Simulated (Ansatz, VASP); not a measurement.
## Two plane-wave programs on Nb

```xyz
3
Lattice="4.8781 0.0000 0.0000 -2.4391 4.2246 0.0000 0.0000 0.0000 2.6756" Properties=species:S:1:pos:R:3 pbc="T T T"
Nb    4.8781    0.0000    2.6756
Nb    0.0000    2.8164    1.3378
Nb    2.4391    1.4082    1.3378
```

Alike in both runs: task single point; functional r2SCAN; k mesh 9 × 9 × 13; occupations fermi-dirac, width 0.1 eV; no spin polarisation.

|  | VASP | Ansatz |
| --- | --- | --- |
| version | VASP 6.6.1 | Ansatz 0.2.0 |
| potentials or method | VASP PAW PBE potentials, release 64 (Nb_sv), cutoff 520 eV | plane waves (500 eV) with PAW, scalar-relativistic |
| valence electrons in the cell | 39 | 39 |

```tsv
	VASP	Ansatz	Ansatz less VASP
pressure (GPa)	-0.1	0.1	+0.19
traceless stress, the component that is largest in VASP (GPa)	-0.89	-0.92	-0.030
```

VASP's potentials were made for PBE, not for r2SCAN.
